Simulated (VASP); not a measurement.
Set up this calculation in VASP 6.6.1, as the native input.

```yaml
Task: single point
Functional: r2SCAN
Potentials_or_basis: VASP PAW PBE potentials, release 64 (Ba_sv, S)
Cutoff: 520 eV
k_mesh: 6 × 6 × 6
Occupations: gaussian, width 0.05 eV
Spin: no spin polarisation
Dipole_correction: no
Further_INCAR_settings: ALGO = Normal; EDIFF = 1e-07; NBANDS = 15
```

BaS:

```xyz
2
Lattice="0.0000 3.1938 3.0660 3.1938 0.0000 3.0660 3.1938 3.1938 0.0000" Properties=species:S:1:pos:R:3 pbc="T T T"
Ba    0.0000    0.0000    0.0000
S     3.1938    3.1938    3.0660
```

This cell differs from its parent crystal: strain +0.000 along x and y, -0.040 along z.

These files were run (other wordings do the same):

POSCAR

```
BaS
1.0
    0.0000000000      3.1937500000      3.0660000000
    3.1937500000      0.0000000000      3.0660000000
    3.1937500000      3.1937500000      0.0000000000
Ba S
1 1
Direct
    0.0000000000      0.0000000000      0.0000000000
    0.5000000000      0.5000000000      0.5000000000
```

INCAR.step1

```
SYSTEM = BaS
ALGO = Normal
EDIFF = 1E-4
ENCUT = 520
GGA = PE
ISMEAR = 0
LASPH = .TRUE.
LCHARG = .FALSE.
LREAL = .FALSE.
LWAVE = .TRUE.
NBANDS = 15
NELM = 80
PREC = Accurate
SIGMA = 0.05
```

INCAR.step2

```
SYSTEM = BaS
ALGO = Normal
EDIFF = 1E-7
ENCUT = 520
ISIF = 2
ISMEAR = 0
ISTART = 1
LASPH = .TRUE.
LCHARG = .FALSE.
LMIXTAU = .TRUE.
LREAL = .FALSE.
LWAVE = .FALSE.
METAGGA = R2SCAN
NBANDS = 15
NELM = 80
PREC = Accurate
SIGMA = 0.05
```

KPOINTS

```
k-points
0
G
  6 6 6
  0 0 0
```

Potentials or basis: VASP PAW PBE potentials, release 64 (Ba_sv, S).

Run with:

```console
$ cat potpaw_PBE.64/Ba_sv/POTCAR potpaw_PBE.64/S/POTCAR > POTCAR
$ cp INCAR.step1 INCAR
$ mpirun -np 1 vasp_std > vasp.out
$ cp INCAR.step2 INCAR
$ mpirun -np 1 vasp_std > vasp.out
```

It gave:

```yaml
Pressure: 3.9 GPa
Band_gap_on_the_k_mesh: 2.24 eV (least direct gap 2.37 eV)
```

Caveat: the cell differs from its parent crystal (strain +0.000 along x and y, -0.040 along z); the cell stands under pressure; the PAW data sets were made with another functional, which shifts forces and pressure a little; spin-orbit coupling is left out, which moves the levels of the heavy elements.

Run time: 79 s on 1 thread of Intel(R) Xeon(R) 6975P-C (Granite Rapids), with other jobs on the host, peak memory 0.23 GiB.
